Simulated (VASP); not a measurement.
A run of VASP 6.6.1 is set up as follows.

Contents of INCAR:

```
  ALGO = Fast
  EDIFF = 1E-6
  EDIFFG = -0.01
  ENCUT = 600
  GGA = PE
  IBRION = 2
  ISIF = 3
  ISMEAR = 0
  LASPH = T
  LCHARG = F
  LREAL = F
  LWAVE = F
  NELM = 100
  NSW = 100
  PREC = Accurate
  SIGMA = 0.1
```

The input KPOINTS:

```
k-points
0
Gamma
  16 16 16
```

POSCAR

```
AgBi
1.0
    0.0000000000      2.9451628084      2.9451628084
    2.9451628084      0.0000000000      2.9451628084
    2.9451628084      2.9451628084      0.0000000000
Ag Bi
1 1
Direct
    0.0000000000      0.0000000000      0.0000000000
    0.5000000000      0.5000000000      0.5000000000
```

Potentials or basis: VASP PAW PBE potentials, release 64 (Ag, Bi_d).

Run with:

```sh
$ cat potpaw_PBE.64/Ag/POTCAR potpaw_PBE.64/Bi_d/POTCAR > POTCAR
$ mpirun -np 1 vasp_std > vasp.out
```

(1) Predict the band gap on the k mesh.

(2) Predict the relaxed cell.

(3) Predict the space group after relaxing (to 0.1 Å).

(4) Predict the relaxed volume.

Answers

(1) zero (bands 13 and 14 overlap by 4.38 eV).

(2) a = 4.213 Å, b = 4.213 Å, c = 4.213 Å, α = 60.00°, β = 60.00°, γ = 60.00°.

(3) Fm-3m (No. 225).

(4) 26.44 Å³/atom.

Caveat: spin-orbit coupling is left out, which moves the levels of the heavy elements.
